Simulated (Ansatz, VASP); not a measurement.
# One calculation of KF, two programs

```
CELL_PARAMETERS angstrom
2.58837 2.58837 0.00000
-2.58837 2.58837 0.00000
0.00000 0.00000 5.55253
ATOMIC_POSITIONS crystal
K 0.00000 0.00000 0.00000
K 0.50000 0.50000 0.50000
F 0.50000 0.50000 0.00000
F 0.00000 0.00000 0.50000
```

Alike in both runs: task single point; functional PBE; k mesh 6 × 6 × 4; occupations gaussian, width 0.02 eV; no spin polarisation.

```csv
,VASP,Ansatz
version,VASP 6.6.1,Ansatz 0.2.0
potentials or method,"VASP PAW PBE potentials, release 64 (K_sv, F), cutoff 520 eV","scalar-relativistic, plane waves, PAW"
valence electrons in the cell,32,32
```

VASP gave:

- gap on the k mesh at the Fermi level (eV): 6.23
- least direct gap on the mesh (eV): 6.23
- pressure (GPa): 2.9
- traceless stress, the component that is largest in VASP (GPa): -2.88

Problem. Which values does Ansatz return?

Solution. gap on the k mesh at the Fermi level (eV): 6.25; least direct gap on the mesh (eV): 6.25; pressure (GPa): 2.8; traceless stress, the component that is largest in VASP (GPa): -2.77.
